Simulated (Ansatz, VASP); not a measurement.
# One calculation of TlPdCl3, two programs

```
CELL_PARAMETERS angstrom
4.97612 0.00000 0.00000
0.00000 4.97612 0.00000
0.00000 0.00000 4.97612
ATOMIC_POSITIONS crystal
Tl 0.50000 0.50000 0.50000
Pd 0.00000 0.00000 0.00000
Cl 0.50000 0.00000 0.00000
Cl 0.00000 0.50000 0.00000
Cl 0.00000 0.00000 0.50000
```

Alike in both runs: task single point; functional r2SCAN; k mesh 8 × 8 × 8; occupations gaussian, width 0.1 eV; no spin polarisation.

```csv
,VASP,Ansatz
version,VASP 6.6.1,Ansatz 0.2.0
potentials or method,"VASP PAW PBE potentials, release 64 (Tl_d, Pd, Cl), cutoff 520 eV","scalar-relativistic, plane waves, PAW"
valence electrons in the cell,44,52
```

```tsv
	VASP	Ansatz	Ansatz less VASP
gap on the k mesh at the Fermi level (eV)	none	none	-
pressure (GPa)	-1.6	-1.6	+0.05
```

VASP's potentials were made for PBE, not for r2SCAN. A gap of «none» marks a metal or a gap that the smearing closes. VASP's potentials hold 44 valence electrons a cell and Ansatz's 52, so a difference there can come from the potentials and not from the codes.

Neither program's run includes spin-orbit coupling.
